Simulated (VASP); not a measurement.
Here is a VASP 6.6.1 calculation.

File INCAR:

```
SYSTEM = ScAl3
ALGO = Normal
EDIFF = 1E-7
EDIFFG = -0.01
ENCUT = 600
GGA = RE
IBRION = 2
ISIF = 3
ISMEAR = -1
IVDW = 13
LASPH = .True.
LCHARG = .False.
LREAL = .False.
LWAVE = .False.
NELM = 100
NSW = 60
PREC = Accurate
SIGMA = 0.05
```

Contents of KPOINTS:

```
k-points
0
Gamma
  7 7 7
  0 0 0
```

File POSCAR:

```
ScAl3
1.0
    4.0878065700      0.0000000000      0.0000000000
    0.0000000000      4.0878065700      0.0000000000
    0.0000000000      0.0000000000      4.0878065700
Sc Al
1 3
Direct
    0.0000000000      0.0000000000      0.0000000000
    0.5000000000      0.5000000000      0.0000000000
    0.0000000000      0.5000000000      0.5000000000
    0.5000000000      0.0000000000      0.5000000000
```

Potentials or basis: VASP PAW PBE potentials, release 64 (Sc_sv, Al).

The run is started by

```bash
$ cat potpaw_PBE.64/Sc_sv/POTCAR potpaw_PBE.64/Al/POTCAR > POTCAR
$ mpirun -np 1 vasp_std > vasp.out
```

Problem. Predict the dispersion energy per atom.

Solution. -0.564 eV.

Problem. What does it give for the space group after relaxing (to 0.05 Å)?

Solution. Pm-3m (No. 221).

Final structure:
```
Sc Al
1.0
     4.05050    0.00000    0.00000
     0.00000    4.05050    0.00000
     0.00000    0.00000    4.05050
Sc Al
1 3
Direct
  0.00000 0.00000 0.00000
  0.50000 0.50000 0.00000
  0.00000 0.50000 0.50000
  0.50000 0.00000 0.50000
```
